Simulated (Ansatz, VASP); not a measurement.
## Two plane-wave programs on AlGaN2

```
Al Ga N
1.0
     3.11529    0.00000    0.00000
     0.00000    3.11529    0.00000
     0.00000    0.00000    4.64739
Al Ga N
1 1 2
Direct
  0.50000 0.50000 0.50000
  0.00000 0.00000 0.00000
  0.50000 0.00000 0.74092
  0.00000 0.50000 0.25908
```

Change from the starting cell: strain along c alone, the other axes held, atoms relaxed: +6.0 %.

Alike in both runs: functional LDA; k mesh 8 × 8 × 6; occupations gaussian, width 0.02 eV; no spin polarisation.

Ansatz relaxed the structure, and its values are those at the end. VASP's run is a single point on that final structure, the one shown.

```csv
,VASP,Ansatz
version,VASP 6.6.1,Ansatz 0.2.0
potentials or method,"VASP PAW LDA potentials, release 64 (Al, Ga_d, N), cutoff 520 eV","scalar-relativistic, plane waves, PAW"
valence electrons in the cell,26,26
```

VASP gave:

| Quantity | Value |
| --- | --- |
| gap on the k mesh at the Fermi level (eV) | 2.53 |
| least direct gap on the mesh (eV) | 2.53 |
| pressure (GPa) | -10.1 |
| rms of the force components (eV/Å) | 0.013 |

Question: What did Ansatz give for the same quantities?

Answer: gap on the k mesh at the Fermi level (eV): 2.52; least direct gap on the mesh (eV): 2.52; pressure (GPa): -10.8; rms of the force components (eV/Å): 0.000.

LDA's correlation is that of Perdew and Zunger in VASP and of Perdew and Wang (1992) in Ansatz. Ansatz's warnings: stress scf threshold loose.
